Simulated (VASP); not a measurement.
CsPbCl3:

```xyz
5
Lattice="5.6050 0.0000 0.0000 0.0000 5.6050 0.0000 0.0000 0.0000 5.6050" Properties=species:S:1:pos:R:3 pbc="T T T"
Pb    2.8025    2.8025    2.8025
Cs    0.0000    0.0000    0.0000
Cl    2.8025    0.0000    2.8025
Cl    0.0000    2.8025    2.8025
Cl    2.8025    2.8025    0.0000
```

```yaml
Program: VASP 6.6.1
Task: relaxation of cell and atoms
Functional: PBE
Potentials_or_basis: VASP PAW PBE potentials, release 64 (Pb_d, Cs_sv, Cl)
Cutoff: 600 eV
k_mesh: 5 × 5 × 5
Occupations: fermi-dirac, width 0.05 eV
Spin: no spin polarisation
```

At the start: pressure 1.7 GPa; volume 35.22 Å³/atom.

**Question.** Where does the relaxation end?

**Answer.** Over 3 steps the energy falls by 12.4 meV/atom and the volume is 37.68 Å³/atom (+7.0 %); space group Pm-3m (No. 221, to 0.1 Å) before and after.

The path:
```
step  energy change (eV)  largest force (eV/Å)  pressure (GPa)  volume (Å³)
   1              0.0000                0.0000            1.72       176.09
   2             -0.0596                0.0000            0.29       185.91
   3             -0.0618                0.0000           -0.02       188.41
```

Final structure:
```
Pb Cs Cl
1.0
     5.73284    0.00000    0.00000
     0.00000    5.73284    0.00000
     0.00000    0.00000    5.73284
Pb Cs Cl
1 1 3
Direct
  0.50000 0.50000 0.50000
  0.00000 0.00000 0.00000
  0.50000 0.00000 0.50000
  0.00000 0.50000 0.50000
  0.50000 0.50000 0.00000
```
